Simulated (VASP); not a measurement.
# H2C11 in VASP: single point with PBE+D3(BJ)

Aim: the single point of H2C11 with PBE+D3(BJ).

Everything below comes from runs of VASP 6.6.1. Logs are shortened: lines on timing, memory, paths and dates and some standing lists are left out, and cuts for length are marked.

## Step 1: The cell of the first run

The cell holds a slab with vacuum, 26 atoms: a = 5.030 Å, b = 2.515 Å, c = 26.350 Å, α = 90.00°, β = 90.00°, γ = 90.00°.

## Step 2: Single point, PBE+D3(BJ)

The input, INCAR:

```
ALGO = Normal
DIPOL = 0.5 0.5 0.486
EDIFF = 1E-6
ENCUT = 520
GGA = PE
GGA_COMPAT = False
IDIPOL = 3
ISIF = 2
ISMEAR = 0
IVDW = 12
LASPH = True
LCHARG = True
LDIPOL = True
LELF = True
LREAL = False
LVACPOTAV = True
LVHAR = True
LWAVE = False
NBANDS = 65
NELM = 120
NELMDL = -8
PREC = Accurate
SIGMA = 0.05
```

The input, KPOINTS:

```
k-points
0
Gamma
  5 10 1
```

The input, POSCAR:

```
H2C11
1.0
    5.0301999768      0.0000000000      0.0000000000
    0.0000000000      2.5150999884      0.0000000000
    0.0000000000      0.0000000000     26.3504572859
H C
4 22
Direct
    0.2500000000      0.1299113338      0.3225750471
    0.2500000000      0.8700886662      0.3225750471
    0.7500000000      0.8700886662      0.3225750471
    0.7500000000      0.1299113338      0.3225750471
    0.2500000000      0.5000000000      0.3475551069
    0.7500000000      0.5000000000      0.3475551069
    0.5000000000      0.5000000000      0.3813010917
    0.0000000000      0.5000000000      0.3813010917
    0.5000000000      0.0000000000      0.4150470764
    0.0000000000      0.0000000000      0.4150470764
    0.7500000000      0.0000000000      0.4487930611
    0.2500000000      0.0000000000      0.4487930611
    0.7500000000      0.5000000000      0.4825390458
    0.2500000000      0.5000000000      0.4825390458
    0.0038544160      0.5000000000      0.5163336579
    0.4961455840      0.5000000000      0.5163336579
    0.0042316472      0.0000000000      0.5500741091
    0.4957683528      0.0000000000      0.5500741091
    0.2500000000      0.0000000000      0.5869729864
    0.7500000000      0.0000000000      0.5810418593
    0.2500000000      0.5000000000      0.6227960258
    0.7500000000      0.5000000000      0.6127441057
    0.5178448434      0.5000000000      0.6531850821
   -0.0178448434      0.5000000000      0.6531850821
    0.6126310305      0.0000000000      0.6791182530
    0.8873689695      0.0000000000      0.6791182530
```

Potentials or basis: VASP PAW PBE potentials, release 64 (H, C).

The run is started by

```bash
cat potpaw_PBE.64/H/POTCAR potpaw_PBE.64/C/POTCAR > POTCAR
mpirun -np 1 vasp_std > vasp.out
```

OUTCAR:

```text
EDIFF = 1E-6
   ENCUT = 520
   GGA = PE
   ISIF = 2
   ISMEAR = 0
   IVDW = 12
   LASPH = True
   LREAL = False
   NELM = 120
   NELMDL = -8
   PREC = Accurate
 IVDW          = 12

 ion  position               nearest neighbor table
   1  0.250  0.130  0.323-   2 0.65   5 1.14
   2  0.250  0.870  0.323-   1 0.65   5 1.14
   3  0.750  0.870  0.323-   4 0.65   6 1.14
   4  0.750  0.130  0.323-   3 0.65   6 1.14
   5  0.250  0.500  0.348-   1 1.14   2 1.14   7 1.54   8 1.54
   6  0.750  0.500  0.348-   3 1.14   4 1.14   7 1.54   8 1.54
   7  0.500  0.500  0.381-   9 1.54   9 1.54   5 1.54   6 1.54
   8  0.000  0.500  0.381-  10 1.54  10 1.54   5 1.54   6 1.54
   9  0.500  0.000  0.415-   7 1.54  11 1.54  12 1.54   7 1.54
  10  0.000  0.000  0.415-   8 1.54  11 1.54  12 1.54   8 1.54
[... 12 lines left out ...]
  23  0.518  0.500  0.653-  25 1.51  25 1.51  21 1.57  22 1.58
  24  0.982  0.500  0.653-  26 1.51  26 1.51  21 1.57  22 1.58
  25  0.613  0.000  0.679-  26 1.38  23 1.51  23 1.51
  26  0.887  0.000  0.679-  25 1.38  24 1.51  24 1.51

  LATTYP: Found a simple orthorhombic cell.
 ALAT       =     2.5150999884
 B/A-ratio  =     2.0000000000
 C/A-ratio  =    10.4769024720

  Lattice vectors:

 A1 = (   0.0000000000,  -2.5150999884,   0.0000000000)
 A2 = (   5.0301999768,   0.0000000000,   0.0000000000)
 A3 = (   0.0000000000,   0.0000000000,  26.3504572859)

Analysis of symmetry for initial positions (statically):
=====================================================================
 Subroutine PRICEL returns:
 Original cell was already a primitive cell.

 Routine SETGRP: Setting up the symmetry group for a
 simple orthorhombic supercell.

 Subroutine GETGRP returns: Found  4 space group operations
 (whereof  2 operations were pure point group operations)
 out of a pool of  8 trial point group operations.

The static configuration has the point symmetry C_1h.
 The point group associated with its full space group is C_2v.

Analysis of symmetry for dynamics (positions and initial velocities):
=====================================================================
 Subroutine PRICEL returns:
 Original cell was already a primitive cell.

 Routine SETGRP: Setting up the symmetry group for a
 simple orthorhombic supercell.

 Subroutine GETGRP returns: Found  4 space group operations
 (whereof  2 operations were pure point group operations)
 out of a pool of  8 trial point group operations.

[... 150 lines left out ...]
   POTIM  = 0.5000    time-step for ionic-motion
   TEBEG  =    0.0;   TEEND  =   0.0 temperature during run
   PSTRESS=    0.0 pullay stress
   NELECT =      92.0000    total number of electrons
   NUPDOWN=      -1.0000    fix difference up-down
   EMIN   =  10.00;   EMAX   =-10.00  energy-range for DOS
   EFERMI =   0.00;   METHOD = LEGACY
   ISMEAR =     0;   SIGMA  =   0.05  broadening in eV -4-tet -1-fermi 0-gaus
   EFERMI_NEDOS =   21; number of points for ismear=-14 and -15
   IALGO  =     38    algorithm
   IMIX   =      4    mixing-type and parameters
     AMIX     =   0.40;   BMIX     =  1.00
     AMIX_MAG =   1.60;   BMIX_MAG =  1.00
  volume/ion in A,a.u.               =      12.82        86.53
  Fermi-wavevector in a.u.,A,eV,Ry     =   1.065846  2.014157 15.456602  1.136028
  Thomas-Fermi vector in A             =   2.201411
   LORBIT       =      0    0 simple, 1 ext, 2 COOP (PROOUT), +10 PAW based schemes
   GGA     = PE    functional components
   LHFCALC =     F    Hartree Fock is set to
   AEXX    =    0.0000 exact exchange contribution
   IVDW    =    12    specifies the selected vdW correction
   LEPSILON=     F    determine dielectric tensor
   LRPA    =     F    only Hartree local field effects (RPA)
 non-spin polarized calculation
 Gauss-broadening in eV      SIGMA  =   0.05
  energy-cutoff  :      520.00
  volume of cell :      333.37
 maximum number of plane-waves:      9059
 NGX is ok and might be reduce to    40
   NGX = 19   NGY =  9   NGZ = 97

 number of electron      92.0000015 magnetization

 dipolmoment           0.000000      0.000000      0.209414 electrons x Angstroem

 Free energy of the ion-electron system (eV)
  ---------------------------------------------------
  ext. energy  EPLUGINS =         0.00000000
  ---------------------------------------------------
  free energy    TOTEN  =      -202.32585044 eV

  energy without entropy =     -202.32585044  energy(sigma->0) =     -202.32585044

 E-fermi :   2.2723     XC(G=0):  -5.9072

 val. band max:        2.0411898034   @ k =   0.0000   0.0000   0.0000
 cond. band min:       2.6645773631   @ k =   0.4000   0.5000   0.0000
 fundamental gap:      0.6233875598
 Fermi energy:         2.2723130382

 k-point     1 :       0.0000    0.0000    0.0000
  band No.  band energies     occupation
      1     -20.2517      2.00000
      2     -19.6048      2.00000
      3     -18.5419      2.00000
      4     -17.0498      2.00000
      5     -15.7410      2.00000
      6     -15.7291      2.00000
[... 1087 lines left out ...]
     57       8.5243      0.00000
     58       8.7529      0.00000
 [bands above 58 left out]

------------------------ aborting loop because EDIFF is reached ----------------------------------------

 Edisp (eV)   -3.83183

 E8    (eV) :    -1.1131

  FORCE on cell =-STRESS in cart. coord.  units (eV):
  Direction    XX          YY          ZZ          XY          YZ          ZX
  --------------------------------------------------------------------------------------
  -------------------------------------------------------------------------------------
  Total      -1.92444    42.43626    -3.06746     0.00000     0.00000     0.00000
  in kB      -9.24881   203.94782   -14.74213     0.00000     0.00000     0.00000
  external pressure =       59.99 kB  Pullay stress =        0.00 kB

 VOLUME and BASIS-vectors are now :
 -----------------------------------------------------------------------------
  energy-cutoff  :      520.00
  volume of cell :      333.37
      direct lattice vectors                 reciprocal lattice vectors
     5.030199977  0.000000000  0.000000000     0.198799253  0.000000000  0.000000000
     0.000000000  2.515099988  0.000000000     0.000000000  0.397598507  0.000000000
     0.000000000  0.000000000 26.350457286     0.000000000  0.000000000  0.037950006

 POSITION                                       TOTAL-FORCE (eV/Angst)
 -----------------------------------------------------------------------------------
      1.25755      0.32674      8.50000        -0.000000     13.093256      0.561305
      1.25755      2.18836      8.50000        -0.000000    -13.093256      0.561305
      3.77265      2.18836      8.50000        -0.000000    -13.093411      0.560506
      3.77265      0.32674      8.50000        -0.000000     13.093411      0.560506
      1.25755      1.25755      9.15824        -0.000000      0.000000      0.122291
      3.77265      1.25755      9.15824        -0.000000      0.000000      0.112739
[... 18 lines left out ...]
      3.08166      0.00000     17.89508        -0.048250      0.000000      0.046293
      4.46364      0.00000     17.89508         0.048250      0.000000      0.046293
 -----------------------------------------------------------------------------------
    total drift:                                0.000000      0.000000     -0.000572

  FREE ENERGIE OF THE ION-ELECTRON SYSTEM (eV)
  ---------------------------------------------------
  free  energy   TOTEN  =      -206.1576834366 eV

  energy  without entropy=     -206.1576834366  energy(sigma->0) =     -206.15768344

 vacuum level on the upper side and lower side of the slab         7.019         4.025
```

Run time: 18 min. Hardware: 1 thread of Intel Xeon Platinum 8488C (Sapphire Rapids), shared host; peak memory 0.56 GiB.

What came out:

```yaml
Free_energy: -206.1577 eV
Largest_force: 13.105 eV/Å
Band_gap_on_the_k_mesh: 0.62 eV (least direct gap 1.30 eV)
Dispersion_energy_per_atom: -0.147 eV
```

Forces on the atoms (eV/Å):
```
H     0.000  13.093   0.561
H     0.000 -13.093   0.561
H     0.000 -13.093   0.561
H     0.000  13.093   0.561
C     0.000   0.000   0.122
C     0.000   0.000   0.113
C     0.012   0.000  -1.398
C    -0.012   0.000  -1.398
C    -0.026   0.000   0.118
C     0.026   0.000   0.118
C     0.000   0.000   0.069
C     0.000   0.000  -0.079
C     0.000   0.000   0.366
C     0.000   0.000  -0.330
C    -0.006   0.000   0.000
C     0.006   0.000   0.000
C     0.014   0.000  -0.011
C    -0.014   0.000  -0.011
C     0.000   0.000  -0.020
C     0.000   0.000  -0.015
C     0.000   0.000   0.017
C     0.000   0.000   0.015
C    -0.036   0.000  -0.006
C     0.036   0.000  -0.006
C    -0.048   0.000   0.046
C     0.048   0.000   0.046
```
